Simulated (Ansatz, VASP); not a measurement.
**Two plane-wave programs on NaF**

```xyz
2
Lattice="0.0000 2.2518 2.2518 2.2518 0.0000 2.2518 2.2518 2.2518 0.0000" Properties=species:S:1:pos:R:3 pbc="T T T"
Na    0.0000    0.0000    0.0000
F     2.2518    2.2518    2.2518
```

Alike in both runs: functional LDA; k mesh 8 × 8 × 8; occupations gaussian, width 0.02 eV; no spin polarisation.

Ansatz relaxed the structure, and its values are those at the end. VASP's run is a single point on that final structure, the one shown.

```csv
,VASP,Ansatz
version,VASP 6.6.1,Ansatz 0.2.0
potentials or method,"VASP PAW LDA potentials, release 64 (Na_pv, F), cutoff 520 eV","scalar-relativistic, plane waves, PAW"
valence electrons in the cell,14,16
```

|  | VASP | Ansatz | Ansatz less VASP |
| --- | --- | --- | --- |
| gap on the k mesh at the Fermi level (eV) | 6.43 | 6.46 | +0.023 |
| least direct gap on the mesh (eV) | 6.43 | 6.46 | +0.023 |
| pressure (GPa) | -0.1 | 0.0 | +0.02 |

LDA's correlation is that of Perdew and Zunger in VASP and of Perdew and Wang (1992) in Ansatz. VASP's potentials hold 14 valence electrons a cell and Ansatz's 16, so a difference there can come from the potentials and not from the codes.
